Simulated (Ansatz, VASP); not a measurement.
## Two plane-wave programs on Bi2Te3

```xyz
5
Lattice="2.3086 1.1494 9.7369 -2.1494 1.1856 9.6969 0.1110 -2.6715 9.7601" Properties=species:S:1:pos:R:3 pbc="T T T"
Bi    0.2852   -0.2599   23.7160
Bi    0.1260   -0.1532   11.7888
Te    0.0958   -0.2112   17.8897
Te    0.0200   -0.0877    5.8599
Te   -0.0976   -0.0369   -0.0138
```

Change from the starting cell: kmesh displaced: [6, 6, 6] Gamma-centred.

Alike in both runs: task single point; functional PBEsol; k mesh 6 × 6 × 6; occupations gaussian, width 0.1 eV; no spin polarisation.

```csv
,VASP,Ansatz
version,VASP 6.6.1,Ansatz 0.2.0
potentials or method,"VASP PAW PBE potentials, release 64 (Bi_d, Te), cutoff 520 eV","scalar-relativistic, plane waves, PAW"
valence electrons in the cell,48,78
```

```tsv
	VASP	Ansatz	Ansatz less VASP
gap on the k mesh at the Fermi level (eV)	none	none	-
pressure (GPa)	0.1	0.0	-0.01
traceless stress, the component that is largest in VASP (GPa)	1.08	1.06	-0.016
rms of the force components (eV/Å)	0.555	0.549	-0.0061
```

VASP's potentials were made for PBE, not for PBEsol. Atom by atom the forces differ by 0.007 eV/Å (rms over components). A gap of «none» marks a metal or a gap that the smearing closes. VASP's potentials hold 48 valence electrons a cell and Ansatz's 78, so a difference there can come from the potentials and not from the codes.

Neither program's run includes spin-orbit coupling.
